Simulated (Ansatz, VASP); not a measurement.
Li: VASP beside Ansatz

The input INCAR:

```
PREC     = Accurate       # precision mode
ENCUT    = 650            # plane-wave cutoff, eV
EDIFF    = 1E-8           # SCF threshold, eV
ISMEAR   = -1             # smearing method
SIGMA    = 0.08           # smearing width, eV
LREAL    = False          # projectors in reciprocal space
LASPH    = True           # aspherical terms in the spheres
NELM     = 120            # most SCF steps
ALGO     = Normal         # electronic algorithm
ISIF     = 2              # what is computed and relaxed
LWAVE    = False          # write WAVECAR
LCHARG   = False          # write CHGCAR
GGA      = PE             # functional
LEFG     = True         
NBANDS   = 8              # bands
GGA_COMPAT= False
```

File KPOINTS:

```
Automatic mesh
0
Gamma
  13 13 13
```

File POSCAR:

```
Li
1.0
   -0.0440400000      2.1799800000      2.1799800000
    2.1799800000     -0.0440400000      2.1799800000
    2.1799800000      2.1799800000     -0.0440400000
Li
1
Direct
    0.0000000000      0.0000000000      0.0000000000
```

Input for Ansatz:

```yaml
crystal:
  lattice:
    - [-0.04404, 2.17998, 2.17998]
    - [2.17998, -0.04404, 2.17998]
    - [2.17998, 2.17998, -0.04404]
  atoms:
    - { symbol: Li, position: [0.0, 0.0, 0.0] }
kpoints:
  mp_grid: { grid: [13, 13, 13] }
scf:
  occupations: { method: fermi_dirac, width: 0.08 }
hamiltonian:
  xc: pbe
  pseudopotentials: { kind: all_electron, datasets: crystal }
output:
  forces: true
  stress: true
  eigenvalues: true
  efg: { contact_densities: true }
```

Change from the starting cell: equal xy, yz and zx shear strains of -2 %, crystal datasets.

Alike in both runs: task electric field gradients; functional PBE; k mesh 13 × 13 × 13; occupations fermi-dirac, width 0.08 eV; no spin polarisation.

```csv
,VASP,Ansatz
version,VASP 6.6.1,Ansatz 0.2.0
potentials or method,"VASP PAW PBE potentials, release 64 (Li_sv), cutoff 650 eV","all-electron PAW with datasets made for the crystal, scalar-relativistic"
```

VASP gave:

| Property | Result |
| --- | --- |
| pressure (GPa) | -0.8 |
| traceless stress, the component that is largest in VASP (GPa) | 0.14 |
| size of Vzz on the site where it differs most (V/Å²) | 0.1 |

Q: What did Ansatz give for the same quantities?

A: Pressure (GPa): -0.7; traceless stress, the component that is largest in VASP (GPa): 0.14; size of Vzz on the site where it differs most (V/Å²): 0.1.

Ansatz ran all-electron here, and VASP with PAW potentials.
